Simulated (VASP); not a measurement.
Fe:

```xyz
1
Lattice="-1.4315 1.4315 1.4315 1.4315 -1.4315 1.4315 1.4315 1.4315 -1.4315" Properties=species:S:1:pos:R:3 pbc="T T T"
Fe    0.0000    0.0000    0.0000
```

| Quantity | Value |
| --- | --- |
| Program | VASP 6.6.1 |
| Task | relaxation of cell and atoms |
| Functional | PBE |
| Potentials or basis | VASP PAW PBE potentials, release 64 (Fe) |
| Cutoff | 600 eV |
| k mesh | 20 × 20 × 20 |
| Occupations | gaussian, width 0.1 eV |
| Spin | collinear spin, ferromagnetic start |
| Starting moments | [2.65] μB |

At the start: pressure -5.7 GPa; volume 11.73 Å³/atom.

**Question.** Where does the relaxation end?

**Answer.** Over 3 steps the energy falls by 7.0 meV/atom and the volume is 11.35 Å³/atom (-3.3 %); space group Im-3m (No. 229, to 0.1 Å) before and after; moment 2.20 μB per cell.

Step by step:
```tsv
step	energy change (eV)	largest force (eV/Å)	pressure (GPa)	volume (Å³)
1	0.0000	0.0000	-5.69	11.73
2	-0.0021	0.0000	5.16	11.04
3	-0.0070	0.0000	0.05	11.35
```

Final structure:
```
CELL_PARAMETERS angstrom
-1.41574 1.41574 1.41574
1.41574 -1.41574 1.41574
1.41574 1.41574 -1.41574
ATOMIC_POSITIONS crystal
Fe 0.00000 0.00000 0.00000
```
